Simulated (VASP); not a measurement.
Here is a VASP 6.6.1 calculation.

Contents of INCAR:

```
SYSTEM = ZrOs
ALGO = Normal
EDIFF = 1E-8
ENCUT = 520
GGA = CA
ISIF = 2
ISMEAR = -1
LASPH = .TRUE.
LCHARG = .FALSE.
LEFG = .TRUE.
LREAL = .FALSE.
LWAVE = .FALSE.
NBANDS = 17
NELM = 60
PREC = Accurate
SIGMA = 0.03
```

Contents of KPOINTS:

```
k-points
0
G
  13 13 13
  0 0 0
```

Contents of POSCAR:

```
ZrOs
1.0
    3.2846099013      0.0000000000      0.0000000000
    0.0000000000      3.2846099013      0.0000000000
    0.0000000000      0.0000000000      3.2846099013
Zr Os
1 1
Direct
    0.5000000000      0.5000000000      0.5000000000
    0.0000000000      0.0000000000      0.0000000000
```

Potentials or basis: VASP PAW LDA potentials, release 64 (Zr_sv, Os).

Launch:

```sh
$ cat potpaw_LDA.64/Zr_sv/POTCAR potpaw_LDA.64/Os/POTCAR > POTCAR
$ mpirun -np 1 vasp_std > vasp.out
```

Q: Estimate the band gap on the k mesh.

A: Zero (band 10 reaches 9.70 eV, above the bottom of band 11 at 8.73 eV).

Q: Predict the pressure.

A: -11.1 GPa.

Caveat: without QUAD_EFG the Cq values of the log hold for a quadrupole moment of 1 mb, not for the nuclei; spin-orbit coupling is left out, which moves the levels of the heavy elements.
